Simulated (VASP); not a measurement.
Set up this calculation in VASP 6.6.1, as the native input.

| Property | Result |
| --- | --- |
| Task | relaxation of cell and atoms |
| Functional | PBEsol |
| Potentials or basis | VASP PAW PBE potentials, release 64 (Fe, O) |
| Cutoff | 600 eV |
| k mesh | 8 × 8 × 8 |
| Occupations | gaussian, width 0.1 eV |
| Spin | collinear spin, ferromagnetic start |
| Starting moments | [3.79, 0.36] μB |
| Dipole correction | no |
| Further INCAR settings | ALGO = Normal; EDIFF = 1e-06; IBRION = 2; EDIFFG = -0.05; NSW = 100; ISIF = 3 |

The structure of FeO lies in POSCAR:

```
FeO
1.0
    0.0000000000      2.1554000000      2.1554000000
    2.1554000000      0.0000000000      2.1554000000
    2.1554000000      2.1554000000      0.0000000000
Fe O
1 1
Direct
    0.0000000000      0.0000000000      0.0000000000
    0.5000000000      0.5000000000      0.5000000000
```

One way to write it, as run:

INCAR

```
PREC = Accurate ; ENCUT = 600
EDIFF = 1E-6 ; ISMEAR = 0
SIGMA = 0.1 ; LREAL = F
LASPH = T ; NELM = 150
ALGO = Normal ; ISIF = 3
LWAVE = F ; LCHARG = F
ISPIN = 2 ; MAGMOM = 3.79 0.36
LORBIT = 11 ; LMAXMIX = 4
GGA = PS ; IBRION = 2
NSW = 100 ; EDIFFG = -0.05
```

KPOINTS

```
Automatic mesh
0
Gamma
  8 8 8
```

Potentials or basis: VASP PAW PBE potentials, release 64 (Fe, O).

Command:

```sh
$ cat potpaw_PBE.64/Fe/POTCAR potpaw_PBE.64/O/POTCAR > POTCAR
$ mpirun -np 1 vasp_std > vasp.out
```

Results of the run:

```yaml
Relaxed_volume: 9.58 Å³/atom
Relaxed_cell: a = 3.004 Å, b = 3.004 Å, c = 3.004 Å, α = 60.00°, β = 60.00°, γ = 60.00°
Space_group_after_relaxing_to_0.05_Å: Fm-3m (No. 225)
Energy_gained_by_relaxing: 11.8 meV/atom
Ionic_steps: 3
Pressure_after_relaxing: -0.1 GPa
Band_gap_on_the_k_mesh: zero (filled and empty bands overlap)
Net_moment: 4.00 μB per cell
Site_moments: Fe +3.60; O +0.31 μB
Valence_electrons_inside_the_program's_atomic_spheres: Fe 6.82; O 4.99
```

Caveat: the PAW data sets were made with another functional, which shifts forces and pressure a little; a cell with one magnetic atom can't hold antiferromagnetic order, which such compounds often take; semilocal functionals often make such compounds metallic where correlation or magnetic order opens a gap, which also shifts bond lengths.

Run time: 39 s on 1 thread of Intel(R) Xeon(R) Platinum 8375C CPU @ 2.90GHz (Ice Lake), on a shared host, peak memory 0.16 GiB.
